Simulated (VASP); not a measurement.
Here is a VASP 6.6.1 calculation.

File POSCAR:

```
NaH
1.0
    2.9354192000      0.0000000000      0.0000000000
    0.0000000000      2.9354192000      0.0000000000
    0.0000000000      0.0000000000      2.9551200000
Na H
1 1
Direct
    0.0000000000      0.0000000000      0.0000000000
    0.5000000000      0.5000000000      0.5000000000
```

File INCAR.step1:

```
SYSTEM = NaH
PREC     = Accurate       ! precision mode
ENCUT    = 520            ! plane-wave cutoff, eV
ISMEAR   = 0              ! smearing method
SIGMA    = 0.02           ! smearing width, eV
LREAL    = .False.        ! projectors in reciprocal space
LASPH    = .True.         ! aspherical terms in the spheres
NELM     = 80             ! most SCF steps
NBANDS   = 11             ! bands
GGA      = PE             ! functional
ALGO     = Normal         ! electronic algorithm
EDIFF    = 1E-4           ! SCF threshold, eV
LWAVE    = .True.         ! write WAVECAR
LCHARG   = .False.        ! write CHGCAR
```

INCAR.step2

```
SYSTEM = NaH
PREC     = Accurate       ! precision mode
ENCUT    = 520            ! plane-wave cutoff, eV
EDIFF    = 1E-6           ! SCF threshold, eV
ISMEAR   = 0              ! smearing method
SIGMA    = 0.02           ! smearing width, eV
LREAL    = .False.        ! projectors in reciprocal space
LASPH    = .True.         ! aspherical terms in the spheres
NELM     = 80             ! most SCF steps
ALGO     = Normal         ! electronic algorithm
ISIF     = 2              ! what is computed and relaxed
LWAVE    = .False.        ! write WAVECAR
LCHARG   = .False.        ! write CHGCAR
METAGGA  = R2SCAN         ! meta-GGA
LMIXTAU  = .True.       
NBANDS   = 11             ! bands
ISTART   = 1
```

KPOINTS

```
regular mesh
0
Gamma
  6 6 6
  0 0 0
```

Potentials or basis: VASP PAW PBE potentials, release 64 (Na_pv, H).

Launch:

```bash
$ cat potpaw_PBE.64/Na_pv/POTCAR potpaw_PBE.64/H/POTCAR > POTCAR
$ cp INCAR.step1 INCAR
$ mpirun -np 1 vasp_std > vasp.out
$ cp INCAR.step2 INCAR
$ mpirun -np 1 vasp_std > vasp.out
```

Estimate the band gap on the k mesh.

1.56 eV, indirect (least direct gap 5.12 eV).

Predict the pressure.

-0.6 GPa.

Stress tensor (GPa, compression positive):
```
-0.27  0.00  0.00
 0.00 -0.27  0.00
 0.00  0.00 -1.14
```

Caveat: the PAW data sets were made with another functional, which shifts forces and pressure a little. A k mesh can miss the band edges.
